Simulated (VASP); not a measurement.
A run of VASP 6.6.1:

Contents of INCAR:

```
  PREC = Accurate
  ENCUT = 520
  EDIFF = 1E-6
  ISMEAR = -1
  SIGMA = 0.05
  LREAL = F
  LASPH = T
  NELM = 100
  ALGO = Normal
  ISIF = 2
  LWAVE = F
  LCHARG = T
  GGA = PE
  LELF = T
  LVHAR = T
  NBANDS = 33
```

KPOINTS

```
Automatic mesh
0
Gamma
  6 6 9
```

Contents of POSCAR:

```
TiO2
1.0
    4.6303007105      0.0000000000      0.0000000000
    0.0000000000      4.6303007105      0.0000000000
    0.0000000000      0.0000000000      2.9788115719
Ti O
2 4
Direct
    0.0000000000      0.0000000000      0.5000000000
    0.5000000000      0.5000000000      0.0000000000
    0.3043213200      0.3043213200      0.5000000000
    0.1956786800      0.8043213200      0.0000000000
    0.8043213200      0.1956786800      0.0000000000
    0.6956786800      0.6956786800      0.5000000000
```

Potentials or basis: VASP PAW PBE potentials, release 64 (Ti_sv, O).

Command:

```console
$ cat potpaw_PBE.64/Ti_sv/POTCAR potpaw_PBE.64/O/POTCAR > POTCAR
$ mpirun -np 1 vasp_std > vasp.out
```

Hardware: 1 thread of AMD EPYC 7R13, on a shared host.

Task: Estimate the wall time of this run.

Result: Wall time 4.4 min on 1 thread of AMD EPYC 7R13, with other jobs on the host, peak memory 0.19 GiB. Counts: scf iterations 17, k points 50.
